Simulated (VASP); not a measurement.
Wanted: the native input for a VASP 6.6.1 run.

* Task: electric field gradients
* Functional: PBE
* Potentials or basis: VASP PAW PBE potentials, release 64 (In_d, Se)
* Cutoff: 520 eV
* k mesh: 7 × 7 × 6
* Occupations: fermi-dirac, width 0.02 eV
* Spin: no spin polarisation
* Dipole correction: no
* Further INCAR settings: ALGO = Normal; EDIFF = 1e-08; NBANDS = 27

The structure of InSe lies in POSCAR:

```
InSe
1.0
    5.7885969728     -2.0272263251      0.0000000000
    5.7885969728      2.0272263251      0.0000000000
   -1.5777993207      0.0000000000      4.2652214539
In Se
2 2
Direct
    0.8840000000      0.8840000000      0.0050000000
    0.1160000000      0.1160000000      0.9950000000
    0.6600000000      0.6600000000      0.6420000000
    0.3400000000      0.3400000000      0.3580000000
```

These files were run (other wordings do the same):

INCAR

```
SYSTEM = InSe
ALGO = Normal ; EDIFF = 1E-8
ENCUT = 520 ; GGA = PE
ISIF = 2 ; ISMEAR = -1
LASPH = .TRUE. ; LCHARG = .FALSE.
LEFG = .TRUE. ; LREAL = .FALSE.
LWAVE = .FALSE. ; NBANDS = 27
NELM = 60 ; PREC = Accurate
SIGMA = 0.02
```

KPOINTS

```
k-points
0
G
  7 7 6
  0 0 0
```

Potentials or basis: VASP PAW PBE potentials, release 64 (In_d, Se).

The run is started by

```console
$ cat potpaw_PBE.64/In_d/POTCAR potpaw_PBE.64/Se/POTCAR > POTCAR
$ mpirun -np 1 vasp_std > vasp.out
```

Results of the run:

| Quantity | Value |
| --- | --- |
| Pressure | 5.9 GPa |
| Largest force | 1.006 eV/Å |
| Band gap on the k mesh | 1.04 eV (least direct gap 1.40 eV) |
| Largest electric field gradient by atom | In -195.4; Se +69.4 V/Å² |

Caveat: the cell stands under pressure; without QUAD_EFG the Cq values of the log hold for a quadrupole moment of 1 mb, not for the nuclei; spin-orbit coupling is left out, which moves the levels of the heavy elements; an odd mesh through Γ misses points on the zone boundary, where band edges can lie; forces of over 1 eV/Å act on the atoms, so gaps and moduli don't describe the material at rest.

Wall time 2.7 min on 1 thread of Intel(R) Xeon(R) 6975P-C (Granite Rapids), with other jobs on the host, peak memory 0.4 GiB.
